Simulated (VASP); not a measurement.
Crystal: ZnCd3Te2.

```xyz
6
Lattice="4.2171 2.4347 2.9943 -4.2171 2.4347 2.9943 0.0000 -4.8694 2.9943" Properties=species:S:1:pos:R:3 pbc="T T T"
Zn    0.0000    0.0000    4.4914
Cd   -2.1085    1.2174    1.4971
Cd    0.0000   -2.4347    1.4971
Cd    2.1085    1.2174    1.4971
Te    0.0000    0.0000    6.9239
Te    0.0000    0.0000    2.0588
```

The cell was built from a structure type or drawn by symmetry, and may not be a known phase.

| Quantity | Value |
| --- | --- |
| Program | VASP 6.6.1 |
| Task | relaxation of cell and atoms |
| Functional | PBE |
| Potentials or basis | VASP PAW PBE potentials, release 64 (Zn, Cd, Te) |
| Cutoff | 600 eV |
| k mesh | 3 × 3 × 3 |
| Occupations | gaussian, width 0.1 eV |
| Spin | no spin polarisation |

At the start: pressure 13.6 GPa; volume 30.74 Å³/atom.

Task: Where does the relaxation end?

Result: Over 14 steps the energy falls by 518.3 meV/atom and the volume is 46.94 Å³/atom (+52.7 %); space group R-3m (No. 166, to 0.1 Å) before and after.

Step by step:
```
step  energy change (eV)  largest force (eV/Å)  pressure (GPa)  volume (Å³)
   1              0.0000                0.5105           13.57       184.46
   2             -2.7619                0.1359            0.96       262.43
   3             -2.8462                0.3802            0.29       275.38
   4             -2.8941                0.7022           -0.55       302.48
   5             -3.0362                0.0683           -0.08       298.57
   6             -3.0377                0.1760           -0.02       298.16
   7             -3.0421                0.1735           -0.03       297.84
   8             -3.0549                0.1667           -0.07       296.86
   9             -3.0782                0.1583           -0.13       294.78
  10             -3.0986                0.1101           -0.20       290.20
  11             -3.0991                0.1339           -0.20       291.21
  12             -3.1056                0.0316           -0.19       288.21
  13             -3.1082                0.0746           -0.17       285.07
  14             -3.1101                0.0056           -0.01       281.63
```

Final structure:
```yaml
crystal:
  lattice:
    - [5.31044, 3.06598, 2.88287]
    - [-5.31044, 3.06598, 2.88287]
    - [0.00000, -6.13197, 2.88287]
  atoms:
    - { symbol: Zn, position: [0.50000, 0.50000, 0.50000] }
    - { symbol: Cd, position: [0.00000, 0.50000, 0.00000] }
    - { symbol: Cd, position: [0.00000, 0.00000, 0.50000] }
    - { symbol: Cd, position: [0.50000, 0.00000, 0.00000] }
    - { symbol: Te, position: [0.78605, 0.78605, 0.78605] }
    - { symbol: Te, position: [0.21395, 0.21395, 0.21395] }
```

Caveat: the k points lie up to 0.33 Å⁻¹ apart in the final cell; the volume moved by over 15 % at a fixed basis, so the end points are rough.
